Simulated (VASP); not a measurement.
Crystal: TaN.

```
CELL_PARAMETERS angstrom
2.93800 0.00000 0.00000
-1.46900 2.54438 0.00000
0.00000 0.00000 2.88300
ATOMIC_POSITIONS crystal
Ta 0.33333 0.66667 0.50000
N 0.00000 0.00000 0.00000
```

* Program: VASP 6.6.1
* Task: relaxation of cell and atoms
* Functional: LDA
* Potentials or basis: VASP PAW LDA potentials, release 64 (Ta_pv, N)
* Cutoff: 600 eV
* k mesh: 12 × 12 × 11
* Occupations: fermi-dirac, width 0.1 eV
* Spin: no spin polarisation

At the start: pressure -9.9 GPa; volume 10.78 Å³/atom.

Problem. Where does the relaxation end?

Solution. Over 7 steps the energy falls by 9.2 meV/atom and the volume is 10.49 Å³/atom (-2.7 %); space group P-6m2 (No. 187, to 0.1 Å) before and after.

The path:
```tsv
step	energy change (eV)	largest force (eV/Å)	pressure (GPa)	volume (Å³)
1	0.0000	0.0000	-9.86	21.55
2	0.1129	0.0000	31.25	19.55
3	-0.0183	0.0000	-0.30	20.99
4	-0.0183	0.0000	-0.07	20.97
5	-0.0183	0.0000	0.15	20.96
6	-0.0183	0.0000	-0.34	20.99
7	-0.0184	0.0000	-0.08	20.97
```

Final structure:
```xyz
2
Lattice="2.9119 0.0000 0.0000 -1.4559 2.5218 0.0000 0.0000 0.0000 2.8562" Properties=species:S:1:pos:R:3 pbc="T T T"
Ta    0.0000    1.6812    1.4281
N     0.0000    0.0000    0.0000
```
